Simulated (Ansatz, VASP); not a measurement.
Cu3N: VASP beside Ansatz

The input INCAR:

```
SYSTEM = Cu3N
PREC = Accurate
ENCUT = 600
EDIFF = 1E-6
ISMEAR = 0
SIGMA = 0.01
LREAL = .FALSE.
LASPH = .TRUE.
NELM = 120
ALGO = Normal
ISIF = 2
LWAVE = .FALSE.
LCHARG = .FALSE.
GGA = PE
NBANDS = 27
GGA_COMPAT = .FALSE.
```

File KPOINTS:

```
regular mesh
0
G
  5 5 5
  0 0 0
```

File POSCAR:

```
Cu3N
1.0
    3.8070000000      0.0000000000      0.0000000000
    0.0000000000      3.8070000000      0.0000000000
    0.0000000000      0.0000000000      3.8070000000
Cu N
3 1
Direct
    0.5000000000      0.0000000000      0.0000000000
    0.0000000000      0.5000000000      0.0000000000
    0.0000000000      0.0000000000      0.5000000000
    0.0000000000      0.0000000000      0.0000000000
```

Input for Ansatz:

```yaml
crystal:
  lattice:
    - [3.807, 0.0, 0.0]
    - [0.0, 3.807, 0.0]
    - [0.0, 0.0, 3.807]
  atoms:
    - { symbol: Cu, position: [0.5, 0.0, 0.0] }
    - { symbol: Cu, position: [0.0, 0.5, 0.0] }
    - { symbol: Cu, position: [0.0, 0.0, 0.5] }
    - { symbol: "N", position: [0.0, 0.0, 0.0] }
basis:
  ecutwfc: 500.0
kpoints:
  mp_grid:
    grid: [5, 5, 5]
scf:
  convergence:
    dr2_threshold: 1.0e-08
  occupations:
    method: fixed
output:
  stress: true
```

Alike in both runs: task single point; functional PBE; k mesh 5 × 5 × 5; no spin polarisation.

|  | VASP | Ansatz |
| --- | --- | --- |
| version | VASP 6.6.1 | Ansatz 0.2.0 |
| potentials or method | VASP PAW PBE potentials, release 64 (Cu, N), cutoff 600 eV | plane waves, PAW |
| occupations | gaussian, width 0.01 eV | fixed |
| valence electrons in the cell | 38 | 62 |

|  | VASP | Ansatz | Ansatz less VASP |
| --- | --- | --- | --- |
| pressure (GPa) | 2.5 | 1.7 | -0.78 |

VASP's potentials hold 38 valence electrons a cell and Ansatz's 62, so a difference there can come from the potentials and not from the codes. Ansatz's warnings: stress scf threshold loose.
